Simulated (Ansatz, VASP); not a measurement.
Li3IF2: VASP beside Ansatz

```
CELL_PARAMETERS angstrom
4.23618 -0.00504 -0.04225
0.00718 5.68715 0.00421
0.04292 2.83881 4.92747
ATOMIC_POSITIONS crystal
Li 0.41277 0.37390 0.62611
Li 0.41507 0.62628 0.00001
Li 0.42072 0.00002 0.37378
I 0.91726 0.99970 0.00019
F 0.41705 0.66672 0.66663
F 0.41713 0.33337 0.33327
```

Change from the starting cell: the structure that the rattled cell fell into.

Alike in both runs: functional PBE; k mesh 4 × 4 × 4; occupations gaussian, width 0.1 eV; no spin polarisation.

Ansatz relaxed the structure, and its values are those at the end. VASP's run is a single point on that final structure, the one shown.

|  | VASP | Ansatz |
| --- | --- | --- |
| version | VASP 6.6.1 | Ansatz 0.2.0 |
| potentials or method | VASP PAW PBE potentials, release 64 (Li_sv, I, F), cutoff 520 eV | scalar-relativistic, plane waves, PAW |
| valence electrons in the cell | 30 | 40 |

|  | VASP | Ansatz | Ansatz less VASP |
| --- | --- | --- | --- |
| gap on the k mesh at the Fermi level (eV) | 4.50 | 4.51 | +0.006 |
| least direct gap on the mesh (eV) | 4.50 | 4.51 | +0.006 |
| rms of the force components (eV/Å) | 0.008 | 0.003 | -0.0057 |

VASP's potentials hold 30 valence electrons a cell and Ansatz's 40, so a difference there can come from the potentials and not from the codes.

Spin-orbit coupling is off throughout. Noted on VASP's run: the cutoff is short for stress, so the pressure is rough.
